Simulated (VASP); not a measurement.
Ga3Se: single point with LDA

Crystal: Ga3Se.

```
CELL_PARAMETERS angstrom
4.25142 0.00000 0.00000
0.00000 4.25142 0.00000
0.00000 0.00000 4.25142
ATOMIC_POSITIONS crystal
Ga 0.00000 0.50000 0.50000
Ga 0.50000 0.00000 0.50000
Ga 0.50000 0.50000 0.00000
Se 0.00000 0.00000 0.00000
```

```
Program                : VASP 6.6.1
Task                   : single point
Functional             : LDA
Potentials or basis    : VASP PAW LDA potentials, release 64 (Ga_d, Se)
Cutoff                 : 520 eV
k mesh                 : 10 × 10 × 10
Occupations            : gaussian, width 0.1 eV
Spin                   : no spin polarisation
Dipole correction      : no
Further INCAR settings : ALGO = Normal; EDIFF = 1e-06; NBANDS = 30
```

```
Pressure               : 0.3 GPa
Band gap on the k mesh : zero (an odd number of electrons rules out a gap without spin polarisation)
```

Levels at points of the mesh, in eV from the Fermi level:
```
           k point  band 19  band 20  band 21  band 22  band 23  band 24  band 25  band 26  band 27  band 28
(0.00, 0.00, 0.00)    -4.26    -4.26    -2.74    -2.74     1.77     1.77     1.77     4.67     4.67     4.67
(0.50, 0.00, 0.00)    -3.17    -3.17    -1.83    -1.11    -0.48    -0.48     0.94     4.56     4.56     4.61
(0.50, 0.50, 0.00)    -6.88    -2.42    -0.92    -0.50    -0.50     1.57     1.57     1.65     1.94     5.86
(0.50, 0.50, 0.50)    -5.58    -5.26    -5.26    -5.26    -3.97     4.52     4.52     4.52     9.40     9.40
```

It took 37 s on 1 thread of Intel(R) Xeon(R) 6975P-C (Granite Rapids) (shared host), peak memory 0.22 GiB.
